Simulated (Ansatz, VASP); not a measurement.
# Na2S in VASP and in Ansatz

The input INCAR:

```
  PREC = Accurate
  ENCUT = 500
  EDIFF = 1E-6
  ISMEAR = 0
  SIGMA = 0.02
  LREAL = False
  LASPH = True
  NELM = 120
  ALGO = Normal
  ISIF = 2
  LWAVE = False
  LCHARG = True
  GGA = PE
  LELF = True
  LVHAR = True
  NBANDS = 17
  GGA_COMPAT = False
```

KPOINTS

```
regular mesh
0
Gamma
  8 8 8
```

Contents of POSCAR:

```
Na2S
1.0
    0.0000000000      3.2508318822      3.2508318822
    3.2508318822      0.0000000000      3.2508318822
    3.2508318822      3.2508318822      0.0000000000
Na S
2 1
Direct
    0.2500000000      0.2500000000      0.2500000000
    0.7500000000      0.7500000000      0.7500000000
    0.0000000000      0.0000000000      0.0000000000
```

Input for Ansatz:

```yaml
crystal:
  lattice:
    - [0.0, 3.2508318822, 3.2508318822]
    - [3.2508318822, 0.0, 3.2508318822]
    - [3.2508318822, 3.2508318822, 0.0]
  atoms:
    - { symbol: Na, position: [0.25, 0.25, 0.25] }
    - { symbol: Na, position: [0.75, 0.75, 0.75] }
    - { symbol: S, position: [0.0, 0.0, 0.0] }
basis:
  ecutwfc: 420
kpoints:
  mp_grid: { grid: [8, 8, 8] }
hamiltonian:
  xc: pbe
scf:
  occupations: { method: gaussian, width: 0.02 }
output:
  forces: true
  stress: true
  eigenvalues: true
  write_density: true
  write_potential: true
  elf: true
  volumetric_format: npy
```

Alike in both runs: task single point; functional PBE; k mesh 8 × 8 × 8; occupations gaussian, width 0.02 eV; no spin polarisation.

|  | VASP | Ansatz |
| --- | --- | --- |
| version | VASP 6.6.1 | Ansatz 0.2.0 |
| potentials or method | VASP PAW PBE potentials, release 64 (Na_pv, S), cutoff 500 eV | scalar-relativistic, plane waves, PAW |
| valence electrons in the cell | 20 | 24 |

```tsv
	VASP	Ansatz	Ansatz less VASP
gap on the k mesh at the Fermi level (eV)	2.55	2.55	+0.002
least direct gap on the mesh (eV)	2.55	2.55	+0.002
pressure (GPa)	0.9	0.9	-0.01
```

The functional is the same, so the differences come from potentials, cutoffs and numerics. VASP's potentials hold 20 valence electrons a cell and Ansatz's 24, so a difference there can come from the potentials and not from the codes.
